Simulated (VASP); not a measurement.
Write the native input for VASP 6.6.1 that does the following.

```yaml
Task: relaxation of cell and atoms
Functional: BLYP
Dispersion: D3(BJ)
Potentials_or_basis: VASP PAW PBE potentials, release 64 (In_d)
Cutoff: 600 eV
k_mesh: 10 × 10 × 10
Occupations: fermi-dirac, width 0.05 eV
Spin: no spin polarisation
Dipole_correction: no
Further_INCAR_settings: ALGO = Normal; EDIFF = 1e-07; IBRION = 2; EDIFFG = -0.01; NSW = 60; ISIF = 3
```

The structure of In lies in POSCAR:

```
In
1.0
   -1.8825252400      1.8825252400      1.8825252400
    1.8825252400     -1.8825252400      1.8825252400
    1.8825252400      1.8825252400     -1.8825252400
In
1
Direct
    0.0000000000      0.0000000000      0.0000000000
```

These files were run (other wordings do the same):

INCAR

```
AGGAC = 1.0
AGGAX = 1.0
ALDAC = 0.0
ALDAX = 1.0
ALGO = Normal
EDIFF = 1E-7
EDIFFG = -0.01
ENCUT = 600
GGA = B5
IBRION = 2
ISIF = 3
ISMEAR = -1
IVDW = 12
LASPH = True
LCHARG = False
LREAL = False
LWAVE = False
NELM = 100
NSW = 60
PREC = Accurate
SIGMA = 0.05
VDW_A1 = 0.4298
VDW_A2 = 4.2359
VDW_S6 = 1.0
VDW_S8 = 2.6996
```

KPOINTS

```
k-points
0
Gamma
  10 10 10
```

Potentials or basis: VASP PAW PBE potentials, release 64 (In_d).

Command:

```sh
$ cat potpaw_PBE.64/In_d/POTCAR > POTCAR
$ mpirun -np 1 vasp_std > vasp.out
```

Results of the run:

* Relaxed volume: 27.25 Å³/atom
* Relaxed cell: a = 3.283 Å, b = 3.283 Å, c = 3.283 Å, α = 109.47°, β = 109.47°, γ = 109.47°
* Space group after relaxing (to 0.05 Å): Im-3m (No. 229)
* Energy gained by relaxing: 1.4 meV/atom
* Ionic steps: 3
* Pressure after relaxing: 0.0 GPa
* Dispersion energy per atom: -0.785 eV

Caveat: the PAW data sets were made with another functional, which shifts forces and pressure a little; pairwise dispersion overbinds metals, which lowers pressure and volume.

Wall time 27 s on 1 thread of Intel(R) Xeon(R) 6975P-C (Granite Rapids), on a shared host, peak memory 0.17 GiB.
